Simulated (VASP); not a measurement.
# SnO2 (Pnnm) in VASP: notebook, part 2 of 2

VASP 6.6.1.

## Step 4: Single point, LDA (atoms shifted along a free coordinate)

INCAR reads:

```
SYSTEM = SnO2
PREC = Accurate ; ENCUT = 520
EDIFF = 1E-6 ; ISMEAR = 0
SIGMA = 0.05 ; LREAL = .FALSE.
LASPH = .TRUE. ; NELM = 60
ALGO = Normal ; ISIF = 2
LWAVE = .FALSE. ; LCHARG = .TRUE.
LELF = .TRUE. ; LVHAR = .TRUE.
NBANDS = 35
```

KPOINTS reads:

```
Automatic mesh
0
G
  6 6 8
  0 0 0
```

POSCAR reads:

```
SnO2
1.0
    4.9330604771      0.0000000000      0.0000000000
    0.0000000000      4.9336664808      0.0000000000
    0.0000000000      0.0000000000      3.3328025979
Sn O
2 4
Direct
    0.5000000000      0.5000000000      0.5000000000
    0.0000000000      0.0000000000      0.0000000000
    0.3059833077      0.2543006016      0.0000000000
    0.8059833077      0.2456993984      0.5000000000
    0.1940166923      0.7543006016      0.5000000000
    0.6940166923      0.7456993984      0.0000000000
```

Potentials or basis: VASP PAW LDA potentials, release 64 (Sn_d, O).

Run with:

```console
$ cat potpaw_LDA.64/Sn_d/POTCAR potpaw_LDA.64/O/POTCAR > POTCAR
$ mpirun -np 1 vasp_std > vasp.out
```

OUTCAR:

```text
SYSTEM = SnO2
   PREC = Accurate
   ENCUT = 520
   EDIFF = 1E-6
   ISMEAR = 0
   LREAL = .FALSE.
   LASPH = .TRUE.
   NELM = 60
   ISIF = 2

 ion  position               nearest neighbor table
   1  0.500  0.500  0.500-   5 1.96   4 1.96   6 2.27   6 2.27   3 2.27   3 2.27
   2  0.000  0.000  0.000-   3 1.96   6 1.96   4 2.27   4 2.27   5 2.27   5 2.27
   3  0.306  0.254  0.000-   2 1.96   1 2.27   1 2.27
   4  0.806  0.246  0.500-   1 1.96   2 2.27   2 2.27
   5  0.194  0.754  0.500-   1 1.96   2 2.27   2 2.27
   6  0.694  0.746  0.000-   2 1.96   1 2.27   1 2.27

  LATTYP: Found a simple orthorhombic cell.
 ALAT       =     3.3328025979
 B/A-ratio  =     1.4801538142
 C/A-ratio  =     1.4803356442

  Lattice vectors:

 A1 = (   0.0000000000,   0.0000000000,   3.3328025979)
 A2 = (   4.9330604771,   0.0000000000,   0.0000000000)
 A3 = (   0.0000000000,   4.9336664808,   0.0000000000)

Analysis of symmetry for initial positions (statically):
=====================================================================
 Subroutine PRICEL returns:
[... 178 lines left out ...]
  free energy    TOTEN  =       -40.44887834 eV

  energy without entropy =      -40.44887834  energy(sigma->0) =      -40.44887834

 E-fermi :   4.4126     XC(G=0): -11.1814

 val. band max:        4.1847128072   @ k =   0.0000   0.1667   0.1250
 cond. band min:       4.6622300347   @ k =   0.0000   0.0000   0.0000
 fundamental gap:      0.4775172274
 Fermi energy:         4.4125577359

 k-point     1 :       0.0000    0.0000    0.0000
  band No.  band energies     occupation
      1     -16.7062      2.00000
      2     -16.2438      2.00000
      3     -15.9648      2.00000
      4     -15.9297      2.00000
      5     -15.8887      2.00000
      6     -15.8872      2.00000
[... 901 lines left out ...]
     34      14.3885      0.00000
     35      16.2586      0.00000

 [... further k-points ...]
[... 5 lines left out ...]
  --------------------------------------------------------------------------------------
  -------------------------------------------------------------------------------------
  Total       -6.1596640    -10.0512545     -9.6514150     -0.0000000      0.0000000      0.0000000
  in kB     -121.6667159   -198.5340634   -190.6363680     -0.0000000      0.0000000      0.0000000
  external PRESSURE =    -170.2790491 kB  Pullay stress =       0.0000000 kB

 VOLUME and BASIS-vectors are now :
 -----------------------------------------------------------------------------
  energy-cutoff  :      520.00
  volume of cell :       81.11
      direct lattice vectors                 reciprocal lattice vectors
     4.933060477  0.000000000  0.000000000     0.202713915  0.000000000  0.000000000
     0.000000000  4.933666481  0.000000000     0.000000000  0.202689015  0.000000000
     0.000000000  0.000000000  3.332802598     0.000000000  0.000000000  0.300047774

 POSITION                                       TOTAL-FORCE (eV/Angst)
 -----------------------------------------------------------------------------------
      2.46653      2.46683      1.66640        -0.000000      0.000000      0.000000
      0.00000      0.00000      0.00000        -0.000000      0.000000      0.000000
      1.50943      1.25463      0.00000         1.576783      1.924812      0.000000
      3.97596      1.21220      1.66640         1.576783     -1.924812      0.000000
      0.95710      3.72147      1.66640        -1.576783      1.924812      0.000000
      3.42363      3.67903      0.00000        -1.576783     -1.924812      0.000000
 -----------------------------------------------------------------------------------
    total drift:                                0.000000     -0.000000     -0.000000

  FREE ENERGIE OF THE ION-ELECTRON SYSTEM (eV)
  ---------------------------------------------------
  free  energy   TOTEN  =       -40.4488783450 eV

  energy  without entropy=      -40.4488783450  energy(sigma->0) =      -40.44887834
```

OSZICAR:

```text
N       E                     dE             d eps       ncg     rms          rms(c)
DAV:   1     0.620229103457E+03    0.62023E+03   -0.25421E+04  6199   0.222E+03
DAV:   2     0.544902290295E+02   -0.56574E+03   -0.53377E+03  6128   0.602E+02
DAV:   3    -0.413398456259E+02   -0.95830E+02   -0.93527E+02  6112   0.205E+02
DAV:   4    -0.465756844904E+02   -0.52358E+01   -0.51942E+01  7092   0.521E+01
DAV:   5    -0.467177046455E+02   -0.14202E+00   -0.14187E+00  6798   0.911E+00    0.151E+01
DAV:   6    -0.406147067023E+02    0.61030E+01   -0.18096E+01  8655   0.665E+01    0.618E+00
DAV:   7    -0.405682652583E+02    0.46441E-01   -0.21022E+00  6044   0.846E+00    0.316E+00
DAV:   8    -0.404656621342E+02    0.10260E+00   -0.35049E-01  6904   0.394E+00    0.762E-01
DAV:   9    -0.404485744818E+02    0.17088E-01   -0.38489E-02  8961   0.239E+00    0.124E-01
DAV:  10    -0.404488647424E+02   -0.29026E-03   -0.49071E-03  7095   0.588E-01    0.717E-02
DAV:  11    -0.404488890834E+02   -0.24341E-04   -0.20064E-04  9069   0.136E-01    0.394E-02
DAV:  12    -0.404488804424E+02    0.86411E-05   -0.23252E-05  7934   0.394E-02    0.197E-02
DAV:  13    -0.404488783216E+02    0.21208E-05   -0.10456E-05  6395   0.189E-02    0.247E-03
DAV:  14    -0.404488783450E+02   -0.23401E-07   -0.31663E-07  3315   0.469E-03
   1 F= -.40448878E+02 E0= -.40448878E+02  d E =-.384478E-12
```

stdout:

```text
POSCAR found type information on POSCAR SnO
 POSCAR found :  2 types and       6 ions
 scaLAPACK will be used
 LDA part: xc-table for (Slater(with rela. corr.)+CA(PZ))
 , standard interpolation
 POSCAR, INCAR and KPOINTS ok, starting setup
 FFT: planning ... GRIDC
 FFT: planning ... GRID_SOFT
 FFT: planning ... GRID
 WAVECAR not read
 entering main loop
```

Run time: 83 s. Hardware: 1 thread of Intel Xeon 6975P-C (Granite Rapids), shared host; peak memory 0.29 GiB.

What came out:

```
Free energy            : -40.4489 eV
Pressure               : -17.0 GPa
Largest force          : 2.488 eV/Å
Band gap on the k mesh : 0.48 eV (least direct gap 0.81 eV)
```

Forces in eV/Å, atoms in the order of the input:
```
Sn   0.000  0.000  0.000
Sn   0.000  0.000  0.000
O    1.577  1.925  0.000
O    1.577 -1.925  0.000
O   -1.577  1.925  0.000
O   -1.577 -1.925  0.000
```

Levels at points of the mesh, in eV from the valence-band top:
```tsv
k point	band 22	band 23	band 24	band 25	band 26	band 27	band 28	band 29	band 30	band 31
(0.00, 0.00, 0.00)	-0.91	-0.89	-0.69	-0.40	-0.33	0.48	5.52	5.59	5.92	8.14
(0.50, 0.00, 0.00)	-1.90	-0.86	-0.86	-0.22	-0.22	3.40	3.40	7.13	7.13	9.68
(0.00, 0.50, 0.00)	-1.77	-0.84	-0.84	-0.15	-0.15	3.23	3.23	6.50	6.50	10.03
(0.50, 0.50, 0.00)	-1.98	-1.05	-1.05	-0.42	-0.42	4.14	4.14	6.81	6.81	10.13
(0.00, 0.00, 0.50)	-2.92	-1.21	-1.21	-0.69	-0.69	4.51	4.51	7.58	7.58	9.16
(0.50, 0.00, 0.50)	-1.48	-0.85	-0.85	-0.18	-0.18	4.73	4.73	6.14	6.14	9.40
(0.00, 0.50, 0.50)	-1.70	-0.66	-0.66	-0.43	-0.43	4.86	4.86	6.16	6.16	9.13
(0.50, 0.50, 0.50)	-1.36	-0.37	-0.37	-0.36	-0.36	2.59	2.59	8.58	8.58	9.10
```

Caveat: the cell differs from its parent crystal (atoms shifted along a free coordinate); the stress differs along the axes, from -20 to -12 GPa; semilocal functionals underestimate gaps, and a narrow one can read as zero; spin-orbit coupling is left out, which moves the levels of the heavy elements; forces of over 1 eV/Å act on the atoms, so gaps and moduli don't describe the material at rest. A k mesh can miss the band edges.

## Step 5: The runs side by side

| cell | gap on the mesh (eV) | pressure (GPa) | largest force (eV/Å) |
| --- | --- | --- | --- |
| a = 4.882, b = 4.883, c = 3.298 Å, 6 atoms, atomic positions A | 0.57 | -13.2 | 2.76 |
| a = 4.933, b = 4.934, c = 3.333 Å, 6 atoms, atomic positions B | 0.43 | -11.7 | 2.72 |
| a = 4.933, b = 4.934, c = 3.333 Å, 6 atoms, atomic positions A | 0.48 | -17.0 | 2.49 |

Alike in all rows: task single point; level LDA; potentials or basis VASP PAW LDA potentials, release 64 (Sn_d, O); no spin polarisation; k mesh 6 × 6 × 8; cutoff (eV) 520; smearing gaussian 0.05 eV.

Caveats: semilocal functionals underestimate gaps, and a narrow one can read as zero; spin-orbit coupling is left out, which moves the levels of the heavy elements; forces of over 1 eV/Å act on the atoms, so gaps and moduli don't describe the material at rest; the stress differs along the axes, from -16 to -7 GPa (at least some runs); the stress differs along the axes, from -17 to -5 GPa (at least some runs); the stress differs along the axes, from -20 to -12 GPa (at least some runs).

Absolute energies hang on the potentials; compare differences alone.
